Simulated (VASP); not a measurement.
Runs of VASP 6.6.1 on Rh. The structure is that of space group P6_3/mmc (No. 194), or close to it. The cells are those of the table. 

| cell | gap on the mesh (eV) | pressure (GPa) |
| --- | --- | --- |
| a = 2.674, b = 2.674, c = 8.739 Å, angles 90.0, 90.0, 120.0°, 4 atoms | none | -5.5 |
| a = 2.727, b = 2.727, c = 8.914 Å, angles 90.0, 90.0, 120.0°, 4 atoms | none | (a) |
| a = 2.655, b = 2.655, c = 8.679 Å, angles 90.0, 90.0, 120.0°, 4 atoms | none | 0.7 |
| a = 2.745, b = 2.745, c = 8.971 Å, angles 90.0, 90.0, 120.0°, 4 atoms | none | (b) |
| a = 2.692, b = 2.692, c = 8.798 Å, angles 90.0, 90.0, 120.0°, 4 atoms | none | -11.0 |

Alike in all rows: task single point; level LDA; potentials or basis VASP PAW LDA potentials, release 64 (Rh_pv); no spin polarisation; k mesh 10 × 10 × 3; cutoff (eV) 520; smearing fermi-dirac 0.05 eV.

Task: Estimate the missing entries.

Result: (a) -20.1; (b) -23.8.

A k mesh can miss the band edges, and the runs leave out spin-orbit coupling on Rh.

A gap of «none» marks levels without a gap at the run's occupations.
